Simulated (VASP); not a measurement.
A run of VASP 6.6.1 is set up as follows.

File POSCAR:

```
CdS
1.0
    0.0000000000      2.7532440000      2.7532440000
    2.7532440000      0.0000000000      2.7532440000
    2.7532440000      2.7532440000      0.0000000000
Cd S
1 1
Direct
    0.0000000000      0.0000000000      0.0000000000
    0.5000000000      0.5000000000      0.5000000000
```

Contents of INCAR.step1:

```
ALGO = Normal
EDIFF = 1E-5
ENCUT = 600
GGA = PE
ISMEAR = -1
LASPH = True
LCHARG = False
LREAL = False
LWAVE = True
NBANDS = 16
NELM = 60
PREC = Accurate
SIGMA = 0.05
```

INCAR.step2

```
ALGO = Normal
EDIFF = 1E-7
EDIFFG = -0.01
ENCUT = 600
GGA = PE
HFSCREEN = 0.2079
IBRION = 2
ISIF = 3
ISMEAR = -1
ISTART = 1
LASPH = True
LCHARG = False
LHFCALC = True
LREAL = False
LWAVE = False
NELM = 60
NSW = 60
PREC = Accurate
PRECFOCK = Normal
SIGMA = 0.05
```

File KPOINTS:

```
k-points
0
Gamma
  4 4 4
```

Potentials or basis: VASP PAW PBE potentials, release 64 (Cd, S).

Launch:

```sh
$ cat potpaw_PBE.64/Cd/POTCAR potpaw_PBE.64/S/POTCAR > POTCAR
$ cp INCAR.step1 INCAR
$ mpirun -np 1 vasp_std > vasp.out
$ cp INCAR.step2 INCAR
$ mpirun -np 1 vasp_std > vasp.out
```

Question: Estimate the relaxed volume.

Answer: 20.46 Å³/atom.

Question: Predict the space group after relaxing (to 0.1 Å).

Answer: Fm-3m (No. 225).

The path:
```
step  energy change (eV)  largest force (eV/Å)  pressure (GPa)  volume (Å³)
   1              0.0000                0.0000           -1.55        41.74
   2             -0.0032                0.0000            0.77        40.53
   3             -0.0041                0.0000            0.00        40.91
```

Caveat: the k points lie up to 0.50 Å⁻¹ apart in the final cell; the PAW data sets were made with another functional, which shifts forces and pressure a little.
